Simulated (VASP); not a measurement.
Ta: single point with LDA

Ta, a slab with vacuum:

```xyz
5
Lattice="4.6002 0.0000 0.0000 -2.3001 3.9839 0.0000 0.0000 0.0000 19.7561" Properties=species:S:1:pos:R:3 pbc="T T T"
Ta    3.4502    0.6640    8.2374
Ta   -1.1501    3.3199    9.0022
Ta    1.1501    1.9920    9.8780
Ta    3.4502    0.6640   10.7539
Ta   -1.1501    3.3199   11.5187
```

| Property | Result |
| --- | --- |
| Program | VASP 6.6.1 |
| Task | single point |
| Functional | LDA |
| Potentials or basis | VASP PAW LDA potentials, release 64 (Ta_sv_GW) |
| Cutoff | 400 eV |
| k mesh | 10 × 10 × 1 |
| Occupations | fermi-dirac, width 0.05 eV |
| Spin | no spin polarisation |
| Dipole correction | yes |
| Electric field (eV/Å) | -0.3 eV/Å |
| Further INCAR settings | ALGO = Normal; EDIFF = 1e-06; NBANDS = 40; NELMDL = -8; EFIELD = -0.3 |

* Largest force: 0.125 eV/Å
* Band gap on the k mesh: zero (an odd number of electrons rules out a gap without spin polarisation)

Forces in eV/Å, atoms in the order of the input:
```
Ta   0.000  0.000  0.007
Ta   0.000  0.000 -0.101
Ta   0.000  0.000 -0.017
Ta   0.000  0.000 -0.014
Ta   0.000  0.000  0.125
```

Levels at points of the mesh, in eV from the Fermi level:
| k point | band 30 | band 31 | band 32 | band 33 | band 34 | band 35 |
| --- | --- | --- | --- | --- | --- | --- |
| (0.00, 0.00, 0.00) | -1.07 | -0.77 | -0.51 | -0.51 | 0.26 | 0.26 |
| (0.50, 0.00, 0.00) | -0.99 | -0.93 | -0.92 | -0.67 | 0.38 | 0.68 |

It took 7.3 min on 1 thread of AMD EPYC 7R43 64-Core Processor (Zen 3) (shared host), peak memory 0.29 GiB.

Caveat: spin-orbit coupling is left out, which moves the levels of the heavy elements.
